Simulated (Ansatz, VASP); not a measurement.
## One calculation of As, two programs

```
CELL_PARAMETERS angstrom
1.85689 1.05845 3.47094
-1.90260 1.07724 3.48974
-0.00658 -2.18798 3.49662
ATOMIC_POSITIONS crystal
As 0.22754 0.22754 0.22754
As 0.77246 0.77246 0.77246
```

Change from the starting cell: equal xy, yz and zx shear strains of -1 %.

Alike in both runs: task single point; functional LDA; k mesh 13 × 13 × 13; occupations fermi-dirac, width 0.05 eV; no spin polarisation.

|  | VASP | Ansatz |
| --- | --- | --- |
| version | VASP 6.6.1 | Ansatz 0.2.0 |
| potentials or method | VASP PAW LDA potentials, release 64 (As), cutoff 520 eV | all-electron LAPW, scalar-relativistic |

Ansatz gave:

```
pressure (GPa)                                                : -1.5
traceless stress, the component that is largest in VASP (GPa) : 0.75
rms of the force components (eV/Å)                            : 0.061
```

Q: What did VASP give for the same quantities?

A: Pressure (GPa): -1.1; traceless stress, the component that is largest in VASP (GPa): 0.76; rms of the force components (eV/Å): 0.093.

LDA's correlation is that of Perdew and Zunger in VASP and of Perdew and Wang (1992) in Ansatz. Atom by atom the forces differ by 0.040 eV/Å (rms over components). Ansatz ran all-electron here, and VASP with PAW potentials.
